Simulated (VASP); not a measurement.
Wanted: the native input for a VASP 6.6.1 run.

| Item | Value |
| --- | --- |
| Task | single point |
| Functional | PBE |
| Potentials or basis | VASP PAW PBE potentials, release 64 (Re) |
| Cutoff | 520 eV |
| k mesh | 17 × 17 × 17 |
| Occupations | fermi-dirac, width 0.1 eV |
| Spin | collinear spin |
| Starting moments | [1.2] μB |
| Fixed moment | 1.2 μB |
| Dipole correction | no |
| Further INCAR settings | ALGO = Normal; EDIFF = 1e-06; NBANDS = 14 |

The structure of Re lies in POSCAR:

```
Re
1.0
    0.0000000000      1.9750000000      1.9750000000
    1.9750000000      0.0000000000      1.9750000000
    1.9750000000      1.9750000000      0.0000000000
Re
1
Direct
    0.0000000000      0.0000000000      0.0000000000
```

This isn't the form of Re at room conditions, which is hcp.

The input as run:

INCAR

```
PREC = Accurate
ENCUT = 520
EDIFF = 1E-6
ISMEAR = -1
SIGMA = 0.1
LREAL = False
LASPH = True
NELM = 150
ALGO = Normal
ISIF = 2
LWAVE = False
LCHARG = True
ISPIN = 2
MAGMOM = 1.2
LORBIT = 11
NUPDOWN = 1.2
LMAXMIX = 4
GGA = PE
LELF = True
LVHAR = True
NBANDS = 14
```

KPOINTS

```
Automatic mesh
0
Gamma
  17 17 17
```

Potentials or basis: VASP PAW PBE potentials, release 64 (Re).

Run with:

```bash
$ cat potpaw_PBE.64/Re/POTCAR > POTCAR
$ mpirun -np 1 vasp_std > vasp.out
```

Results of the run:

| Property | Result |
| --- | --- |
| Pressure | 0.9 GPa |
| Net moment | 1.20 μB per cell |
| Site moments | Re +1.12 μB |
| Valence electrons inside the program's atomic spheres | Re 6.00 |

Caveat: the total moment is fixed, so each spin has its own Fermi level.

It took 94 s on 1 thread of AMD EPYC 9R14 (Zen 4) (shared host), peak memory 0.16 GiB.
